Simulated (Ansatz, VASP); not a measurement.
**One calculation of Ru, two programs**

```
CELL_PARAMETERS angstrom
2.62463 0.00000 0.00000
-1.31231 2.27299 0.00000
0.00000 0.00000 4.15344
ATOMIC_POSITIONS crystal
Ru 0.33333 0.66667 0.25000
Ru 0.66667 0.33333 0.75000
```

Change from the starting cell: strain -0.030 along x and y, -0.030 along z, atoms carried along.

Alike in both runs: task single point; functional PBE; k mesh 24 × 24 × 12; occupations gaussian, width 0.15 eV; no spin polarisation.

|  | VASP | Ansatz |
| --- | --- | --- |
| version | VASP 6.6.1 | Ansatz 0.2.0 |
| potentials or method | VASP PAW PBE potentials, release 64 (Ru_pv), cutoff 520 eV | scalar-relativistic, plane waves, PAW |
| valence electrons in the cell | 28 | 32 |

Ansatz gave:

| Quantity | Value |
| --- | --- |
| gap on the k mesh at the Fermi level (eV) | none |
| pressure (GPa) | 42.5 |
| traceless stress, the component that is largest in VASP (GPa) | 0.35 |

What did VASP give for the same quantities?

gap on the k mesh at the Fermi level (eV): none; pressure (GPa): 42.6; traceless stress, the component that is largest in VASP (GPa): 0.38.

A gap of «none» marks a metal or a gap that the smearing closes. Both programs put the cell under a high pressure, so it lies far from rest at this level. VASP's potentials hold 28 valence electrons a cell and Ansatz's 32, so a difference there can come from the potentials and not from the codes.
